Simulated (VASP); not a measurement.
Here is a VASP 6.6.1 calculation.

File POSCAR:

```
Ti
1.0
    3.0331397821      0.0000000000      0.0000000000
   -1.5165698910      2.6267761045      0.0000000000
    0.0000000000      0.0000000000      4.4326234106
Ti
2
Direct
    0.3333333333      0.6666666667      0.2500000000
    0.6666666667      0.3333333333      0.7500000000
```

The input INCAR.step1:

```
ALGO     = Normal         # electronic algorithm
EDIFF    = 1E-4           # SCF threshold, eV
ENCUT    = 520            # plane-wave cutoff, eV
GGA      = PE             # functional
ISMEAR   = 0              # smearing method
LASPH    = T              # aspherical terms in the spheres
LCHARG   = F              # write CHGCAR
LREAL    = F              # projectors in reciprocal space
LWAVE    = T              # write WAVECAR
NBANDS   = 19             # bands
NELM     = 60             # most SCF steps
PREC     = Accurate       # precision mode
SIGMA    = 0.15           # smearing width, eV
```

The input INCAR.step2:

```
ALGO     = Normal         # electronic algorithm
EDIFF    = 1E-6           # SCF threshold, eV
ENCUT    = 520            # plane-wave cutoff, eV
ISIF     = 2              # what is computed and relaxed
ISMEAR   = 0              # smearing method
ISTART   = 1            
LASPH    = T              # aspherical terms in the spheres
LCHARG   = T              # write CHGCAR
LELF     = T              # ELF
LMIXTAU  = T            
LREAL    = F              # projectors in reciprocal space
LVHAR    = T            
LWAVE    = F              # write WAVECAR
METAGGA  = R2SCAN         # meta-GGA
NBANDS   = 19             # bands
NELM     = 60             # most SCF steps
PREC     = Accurate       # precision mode
SIGMA    = 0.15           # smearing width, eV
```

The input KPOINTS:

```
k-points
0
Gamma
  24 24 12
```

Potentials or basis: VASP PAW PBE potentials, release 64 (Ti_sv).

Launch:

```console
$ cat potpaw_PBE.64/Ti_sv/POTCAR > POTCAR
$ cp INCAR.step1 INCAR
$ mpirun -np 1 vasp_std > vasp.out
$ cp INCAR.step2 INCAR
$ mpirun -np 1 vasp_std > vasp.out
```

(1) Predict the band gap on the k mesh.

(2) Predict the pressure.

## Answers

(1) zero (band 12 reaches 9.08 eV, above the bottom of band 13 at 7.84 eV).

(2) -1.8 GPa.

Caveat: the PAW data sets were made with another functional, which shifts forces and pressure a little.
